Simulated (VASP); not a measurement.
# HfB3 (Pm-3m) in VASP: notebook, part 2 of 2

VASP 6.6.1.

### Step 3. Single point, PBE

This run uses another cell than the first one, of 10.77 Å³/atom, 1.106 times its volume.

INCAR reads:

```
  PREC = Accurate
  ENCUT = 520
  EDIFF = 1E-6
  ISMEAR = 0
  SIGMA = 0.1
  LREAL = F
  LASPH = T
  NELM = 80
  ALGO = Normal
  ISIF = 2
  LWAVE = F
  LCHARG = T
  GGA = PE
  LELF = T
  LVHAR = T
  NBANDS = 18
```

KPOINTS reads:

```
regular mesh
0
Gamma
  6 6 6
```

POSCAR reads:

```
HfB3
1.0
    3.5059505500      0.0000000000      0.0000000000
    0.0000000000      3.5059505500      0.0000000000
    0.0000000000      0.0000000000      3.5059505500
Hf B
1 3
Direct
    0.0000000000      0.0000000000      0.0000000000
    0.0000000000      0.5000000000      0.5000000000
    0.5000000000      0.0000000000      0.5000000000
    0.5000000000      0.5000000000      0.0000000000
```

Potentials or basis: VASP PAW PBE potentials, release 64 (Hf_pv, B).

Launch:

```console
$ cat potpaw_PBE.64/Hf_pv/POTCAR potpaw_PBE.64/B/POTCAR > POTCAR
$ mpirun -np 1 vasp_std > vasp.out
```

OUTCAR:

```text
PREC = Accurate
   ENCUT = 520
   EDIFF = 1E-6
   ISMEAR = 0
   LREAL = F
   LASPH = T
   NELM = 80
   ISIF = 2
   GGA = PE

 ion  position               nearest neighbor table
   1  0.000  0.000  0.000-   2 2.48   3 2.48   4 2.48   2 2.48   3 2.48   2 2.48   4 2.48   2 2.48
                             3 2.48   4 2.48   3 2.48   4 2.48
   2  0.000  0.500  0.500-   1 2.48   1 2.48   1 2.48   1 2.48
   3  0.500  0.000  0.500-   1 2.48   1 2.48   1 2.48   1 2.48
   4  0.500  0.500  0.000-   1 2.48   1 2.48   1 2.48   1 2.48

  LATTYP: Found a simple cubic cell.
 ALAT       =     3.5059505500

  Lattice vectors:

 A1 = (   3.5059505500,   0.0000000000,   0.0000000000)
 A2 = (   0.0000000000,   3.5059505500,   0.0000000000)
 A3 = (   0.0000000000,   0.0000000000,   3.5059505500)

Analysis of symmetry for initial positions (statically):
=====================================================================
 Subroutine PRICEL returns:
 Original cell was already a primitive cell.

 Routine SETGRP: Setting up the symmetry group for a
 simple cubic supercell.

 Subroutine GETGRP returns: Found 48 space group operations
 (whereof 48 operations were pure point group operations)
 out of a pool of 48 trial point group operations.

The static configuration has the point symmetry O_h .

Analysis of symmetry for dynamics (positions and initial velocities):
=====================================================================
 Subroutine PRICEL returns:
 Original cell was already a primitive cell.

 Routine SETGRP: Setting up the symmetry group for a
 simple cubic supercell.

 Subroutine GETGRP returns: Found 48 space group operations
 (whereof 48 operations were pure point group operations)
 out of a pool of 48 trial point group operations.

The dynamic configuration has the point symmetry O_h .

 Subroutine INISYM returns: Found 48 space group operations
 (whereof 48 operations are pure point group operations),
 and found     1 'primitive' translations

----------------------------------------------------------------------------------------

                                     Primitive cell

  volume of cell :      43.0941

  direct lattice vectors                    reciprocal lattice vectors
     3.505950550  0.000000000  0.000000000     0.285229351  0.000000000  0.000000000
     0.000000000  3.505950550  0.000000000     0.000000000  0.285229351  0.000000000
     0.000000000  0.000000000  3.505950550     0.000000000  0.000000000  0.285229351

  length of vectors
     3.505950550  3.505950550  3.505950550     0.285229351  0.285229351  0.285229351

  position of ions in fractional coordinates (direct lattice)
     0.000000000  0.000000000  0.000000000
     0.000000000  0.500000000  0.500000000
     0.500000000  0.000000000  0.500000000
     0.500000000  0.500000000  0.000000000

  ion indices of the primitive-cell ions
   primitive index   ion index
                 1           1
                 2           2
                 3           3
                 4           4

----------------------------------------------------------------------------------------

 KPOINTS: regular mesh

Automatic generation of k-mesh.
 Grid dimensions read from file:
 generate k-points for:    6    6    6

 Generating k-lattice:

  Cartesian coordinates                     Fractional coordinates (reciprocal lattice)
     0.047538225  0.000000000  0.000000000     0.166666667  0.000000000  0.000000000
     0.000000000  0.047538225  0.000000000     0.000000000  0.166666667  0.000000000
     0.000000000  0.000000000  0.047538225     0.000000000  0.000000000  0.166666667

  Length of vectors
     0.047538225  0.047538225  0.047538225

  Shift w.r.t. Gamma in fractional coordinates (k-lattice)
     0.000000000  0.000000000  0.000000000

 Subroutine IBZKPT returns following result:
 ===========================================

 Found     20 irreducible k-points:

 Following reciprocal coordinates:
            Coordinates               Weight
  0.000000  0.000000  0.000000      1.000000
  0.166667  0.000000  0.000000      6.000000
  0.333333  0.000000  0.000000      6.000000
  0.500000  0.000000  0.000000      3.000000
  0.166667  0.166667  0.000000     12.000000
  0.333333  0.166667  0.000000     24.000000
[... 12 lines left out ...]
  0.500000  0.500000  0.333333      6.000000
  0.500000  0.500000  0.500000      1.000000
   k-points           NKPTS =     20   k-points in BZ     NKDIM =     20   number of bands    NBANDS=     18
   number of dos      NEDOS =    301   number of ions     NIONS =      4
   total plane-waves  NPLWV =  21952
   dimension x,y,z NGX =    28 NGY =   28 NGZ =   28
   dimension x,y,z NGXF=    56 NGYF=   56 NGZF=   56
   ions per type =               1   3
   NGX,Y,Z   is equivalent  to a cutoff of  13.28, 13.28, 13.28 a.u.
   NGXF,Y,Z  is equivalent  to a cutoff of  26.55, 26.55, 26.55 a.u.
 SYSTEM =  unknown system
   PREC   = accura    normal or accurate (medium, high low for compatibility)
   ISTART =      0    job   : 0-new  1-cont  2-samecut
   ICHARG =      2    charge: 1-file 2-atom 10-const
   ISPIN  =      1    spin polarized calculation?
   LNONCOLLINEAR =      F non collinear calculations
   LSORBIT =      F    spin-orbit coupling
   LASPH  =      T    aspherical Exc in radial PAW
   ENCUT  =  520.0 eV  38.22 Ry    6.18 a.u.   6.52  6.52  6.52*2*pi/ulx,y,z
   NELM   =     80;   NELMIN=  2; NELMDL= -5     # of ELM steps
   EDIFF  = 0.1E-05   stopping-criterion for ELM
   LREAL  =      F    real-space projection
   EDIFFG = 0.1E-04   stopping-criterion for IOM
   NSW    =      0    number of steps for IOM
   IBRION =     -1    ionic relax: 0-MD 1-quasi-New 2-CG
   NFREE  =      0    steps in history (QN), initial steepest desc. (CG)
   ISIF   =      2    stress and relaxation
   ISYM   =      2    0-nonsym 1-usesym 2-fastsym
   POTIM  = 0.5000    time-step for ionic-motion
   TEBEG  =    0.0;   TEEND  =   0.0 temperature during run
   PSTRESS=    0.0 pullay stress
   NELECT =      19.0000    total number of electrons
   NUPDOWN=      -1.0000    fix difference up-down
   EMIN   =  10.00;   EMAX   =-10.00  energy-range for DOS
   EFERMI =   0.00;   METHOD = LEGACY
   ISMEAR =     0;   SIGMA  =   0.10  broadening in eV -4-tet -1-fermi 0-gaus
   EFERMI_NEDOS =   21; number of points for ismear=-14 and -15
   IALGO  =     38    algorithm
   IMIX   =      4    mixing-type and parameters
     AMIX     =   0.40;   BMIX     =  1.00
     AMIX_MAG =   1.60;   BMIX_MAG =  1.00
  volume/ion in A,a.u.               =      10.77        72.70
  Fermi-wavevector in a.u.,A,eV,Ry     =   1.246006  2.354611 21.123477  1.552532
  Thomas-Fermi vector in A             =   2.380203
   LORBIT       =      0    0 simple, 1 ext, 2 COOP (PROOUT), +10 PAW based schemes
   GGA     = PE    functional components
   LHFCALC =     F    Hartree Fock is set to
   AEXX    =    0.0000 exact exchange contribution
   IVDW    =     0    specifies the selected vdW correction
   LEPSILON=     F    determine dielectric tensor
   LRPA    =     F    only Hartree local field effects (RPA)
 non-spin polarized calculation
 Gauss-broadening in eV      SIGMA  =   0.10
  energy-cutoff  :      520.00
  volume of cell :       43.09
 maximum number of plane-waves:      1189
 NGX is ok and might be reduce to    28
   NGX = 13   NGY = 13   NGZ = 13

 number of electron      18.9999997 magnetization

 Free energy of the ion-electron system (eV)
  ---------------------------------------------------
  ext. energy  EPLUGINS =         0.00000000
  ---------------------------------------------------
  free energy    TOTEN  =       -28.03002318 eV

  energy without entropy =      -28.02413818  energy(sigma->0) =      -28.02708068

 E-fermi :   6.1565     XC(G=0): -11.8655

 val. band max:        6.0236435008   @ k =   0.3333   0.3333   0.0000
 cond. band min:       6.2269600176   @ k =   0.3333   0.0000   0.0000
 fundamental gap:      0.2033165168
 Fermi energy:         6.1565353687

 k-point     1 :       0.0000    0.0000    0.0000
  band No.  band energies     occupation
      1     -23.9476      2.00000
      2     -23.9476      2.00000
      3     -23.9476      2.00000
      4      -6.4923      2.00000
      5       1.6192      2.00000
      6       1.6192      2.00000
[... 397 lines left out ...]
      5      -0.8288      2.00000
      6      -0.8288      2.00000
[... 10 lines left out ...]
     17      13.9581      0.00000
     18      13.9581      0.00000

------------------------ aborting loop because EDIFF is reached ----------------------------------------

  FORCE on cell =-STRESS in cart. coord.  units (eV):
  Direction    XX          YY          ZZ          XY          YZ          ZX
  --------------------------------------------------------------------------------------
  -------------------------------------------------------------------------------------
  Total       -4.1145345     -4.1145345     -4.1145345      0.0000000      0.0000000      0.0000000
  in kB     -152.9726993   -152.9726993   -152.9726993      0.0000000      0.0000000      0.0000000
  external PRESSURE =    -152.9726993 kB  Pullay stress =       0.0000000 kB

 VOLUME and BASIS-vectors are now :
 -----------------------------------------------------------------------------
  energy-cutoff  :      520.00
  volume of cell :       43.09
      direct lattice vectors                 reciprocal lattice vectors
     3.505950550  0.000000000  0.000000000     0.285229351  0.000000000  0.000000000
     0.000000000  3.505950550  0.000000000     0.000000000  0.285229351  0.000000000
     0.000000000  0.000000000  3.505950550     0.000000000  0.000000000  0.285229351

 POSITION                                       TOTAL-FORCE (eV/Angst)
 -----------------------------------------------------------------------------------
      0.00000      0.00000      0.00000         0.000000      0.000000      0.000000
      0.00000      1.75298      1.75298         0.000000      0.000000      0.000000
      1.75298      0.00000      1.75298         0.000000      0.000000      0.000000
      1.75298      1.75298      0.00000         0.000000      0.000000      0.000000
 -----------------------------------------------------------------------------------
    total drift:                               -0.000000     -0.000000     -0.000000

  FREE ENERGIE OF THE ION-ELECTRON SYSTEM (eV)
  ---------------------------------------------------
  free  energy   TOTEN  =       -28.0300231838 eV

  energy  without entropy=      -28.0241381801  energy(sigma->0) =      -28.02708068
```

OSZICAR:

```text
N       E                     dE             d eps       ncg     rms          rms(c)
DAV:   1     0.409445381956E+02    0.40945E+02   -0.89800E+03   720   0.950E+02
DAV:   2    -0.265533654341E+02   -0.67498E+02   -0.64272E+02   944   0.214E+02
DAV:   3    -0.287563426901E+02   -0.22030E+01   -0.21759E+01   934   0.277E+01
DAV:   4    -0.287702046847E+02   -0.13862E-01   -0.13848E-01   884   0.260E+00
DAV:   5    -0.287702880861E+02   -0.83401E-04   -0.83383E-04   938   0.193E-01    0.578E+01
DAV:   6    -0.281150957227E+02    0.65519E+00   -0.12853E+00   844   0.583E+00    0.377E+01
DAV:   7    -0.280683234853E+02    0.46772E-01   -0.76731E-01   892   0.479E+00    0.309E+00
DAV:   8    -0.280316469358E+02    0.36677E-01   -0.24073E-01   876   0.251E+00    0.266E-01
DAV:   9    -0.280304313353E+02    0.12156E-02   -0.20623E-02   904   0.799E-01    0.322E-01
DAV:  10    -0.280300149856E+02    0.41635E-03   -0.16606E-03   882   0.232E-01    0.163E-01
DAV:  11    -0.280300264760E+02   -0.11490E-04   -0.91643E-05   850   0.645E-02    0.599E-02
DAV:  12    -0.280300232364E+02    0.32396E-05   -0.96116E-06   882   0.180E-02    0.982E-03
DAV:  13    -0.280300231838E+02    0.52592E-07   -0.31984E-07   484   0.421E-03
   1 F= -.28030023E+02 E0= -.28027081E+02  d E =-.588500E-02
```

stdout:

```text
POSCAR found type information on POSCAR HfB
 POSCAR found :  2 types and       4 ions
 scaLAPACK will be used
 LDA part: xc-table for (Slater+PW92), standard interpolation
 POSCAR, INCAR and KPOINTS ok, starting setup
 FFT: planning ... GRIDC
 FFT: planning ... GRID_SOFT
 FFT: planning ... GRID
 WAVECAR not read
 entering main loop
```

Run time: 15 s. Hardware: 1 thread of Intel Xeon Platinum 8259CL at 2.50GHz (Skylake/Cascade Lake), shared host; peak memory 0.16 GiB.

What came out:

* Free energy: -28.0300 eV
* Pressure: -15.3 GPa

Caveat: spin-orbit coupling is left out, which moves the levels of the heavy elements.

### Step 4. Relaxation of cell and atoms, PBE

This run uses another cell than the first one, of 10.77 Å³/atom, 1.106 times its volume.

INCAR reads:

```
  PREC = Accurate
  ENCUT = 600
  EDIFF = 1E-6
  ISMEAR = 0
  SIGMA = 0.1
  LREAL = F
  LASPH = T
  NELM = 80
  ALGO = Normal
  ISIF = 3
  LWAVE = F
  LCHARG = F
  GGA = PE
  IBRION = 2
  NSW = 90
  EDIFFG = -0.04
```

KPOINTS is that of step 3.

POSCAR is that of step 3.

Launch:

```console
$ cat potpaw_PBE.64/Hf_pv/POTCAR potpaw_PBE.64/B/POTCAR > POTCAR
$ mpirun -np 1 vasp_std > vasp.out
```

It took 34 s on 1 thread of Intel Xeon Platinum 8259CL at 2.50GHz (Skylake/Cascade Lake), shared host; peak memory 0.17 GiB.

Results (log left out):

```yaml
Free_energy: -28.2355 eV
Relaxed_volume: 9.79 Å³/atom
Relaxed_cell: a = 3.396 Å, b = 3.396 Å, c = 3.396 Å, α = 90.00°, β = 90.00°, γ = 90.00°
Space_group_after_relaxing_to_0.05_Å: Pm-3m (No. 221)
Energy_gained_by_relaxing: 50.9 meV/atom
Ionic_steps: 3
Pressure_after_relaxing: -0.2 GPa
```

Step by step:
```
step  energy change (eV)  largest force (eV/Å)  pressure (GPa)  volume (Å³)
   1              0.0000                0.0000          -15.31        43.09
   2             -0.1251                0.0000           12.39        36.99
   3             -0.2034                0.0000           -0.17        39.16
```

Final structure:
```
Hf B
1.0
     3.39585    0.00000    0.00000
     0.00000    3.39585    0.00000
     0.00000    0.00000    3.39585
Hf B
1 3
Direct
  0.00000 0.00000 0.00000
  0.00000 0.50000 0.50000
  0.50000 0.00000 0.50000
  0.50000 0.50000 0.00000
```

Levels at points of the mesh, in eV from the Fermi level:
```tsv
k point	band 7	band 8	band 9	band 10	band 11	band 12
(0.00, 0.00, 0.00)	-3.09	-3.09	-3.09	2.89	2.93	2.93
(0.50, 0.00, 0.00)	-4.03	-3.76	-0.66	0.76	0.76	2.68
(0.50, 0.50, 0.00)	-6.85	-2.49	-2.49	0.90	1.22	3.04
(0.50, 0.50, 0.50)	-6.45	-3.68	-3.68	-3.68	5.41	5.44
```

Caveat: spin-orbit coupling is left out, which moves the levels of the heavy elements.

### Step 5. Single point, PBE

INCAR reads:

```
ALGO = Normal
EDIFF = 1E-6
ENCUT = 520
GGA = PE
ISIF = 2
ISMEAR = 0
LASPH = True
LCHARG = True
LELF = True
LREAL = False
LVHAR = True
LWAVE = False
NBANDS = 18
NELM = 60
PREC = Accurate
SIGMA = 0.1
```

KPOINTS reads:

```
k-points
0
Gamma
  14 14 14
```

POSCAR reads:

```
HfB3
1.0
    3.3918676537      0.0000000000      0.0000000000
    0.0000000000      3.3918676537      0.0000000000
    0.0000000000      0.0000000000      3.3918676537
Hf B
1 3
Direct
    0.0000000000      0.0000000000      0.0000000000
    0.0000000000      0.5000000000      0.5000000000
    0.5000000000      0.0000000000      0.5000000000
    0.5000000000      0.5000000000      0.0000000000
```

Launch:

```console
$ cat potpaw_PBE.64/Hf_pv/POTCAR potpaw_PBE.64/B/POTCAR > POTCAR
$ mpirun -np 1 vasp_std > vasp.out
```

Wall time 65 s (1 thread of Intel Xeon Platinum 8259CL at 2.50GHz (Skylake/Cascade Lake), shared host); peak memory 0.21 GiB.

Results (log left out):

| Item | Value |
| --- | --- |
| Free energy | -28.2189 eV |
| Pressure | 0.9 GPa |

Levels at points of the mesh, in eV from the Fermi level:
| k point | band 6 | band 7 | band 8 | band 9 | band 10 | band 11 | band 12 | band 13 |
| --- | --- | --- | --- | --- | --- | --- | --- | --- |
| (0.00, 0.00, 0.00) | -4.93 | -3.19 | -3.19 | -3.19 | 2.79 | 2.79 | 2.79 | 2.85 |
| (0.50, 0.00, 0.00) | -4.14 | -4.14 | -3.88 | -0.74 | 0.67 | 0.67 | 2.59 | 2.82 |
| (0.50, 0.50, 0.00) | -6.95 | -6.95 | -2.60 | -2.60 | 0.81 | 1.13 | 2.95 | 2.95 |
| (0.50, 0.50, 0.50) | -7.49 | -6.56 | -3.78 | -3.78 | -3.78 | 5.34 | 5.35 | 5.35 |

Caveat: spin-orbit coupling is left out, which moves the levels of the heavy elements.

### Step 6. Overview

| task | cell | k mesh | cutoff (eV) | gap on the mesh (eV) | pressure (GPa) |
| --- | --- | --- | --- | --- | --- |
| single point | a = 3.390 Å, 4 atoms | 6 × 6 × 6 | 520 | none | 0.9 |
| single point | a = 3.506 Å, 4 atoms | 6 × 6 × 6 | 520 | none | -15.3 |
| relaxation of cell and atoms | relaxed from a = 3.506 Å, 4 atoms | 6 × 6 × 6 | 600 | none | -0.2 |
| single point | a = 3.392 Å, 4 atoms | 14 × 14 × 14 | 520 | none | 0.9 |

Alike in all rows: level PBE; potentials or basis VASP PAW PBE potentials, release 64 (Hf_pv, B); no spin polarisation; smearing gaussian 0.1 eV.

Caveats: spin-orbit coupling is left out, which moves the levels of the heavy elements.

Total energies depend on the potentials used, so only differences within one code and one set of settings carry meaning.
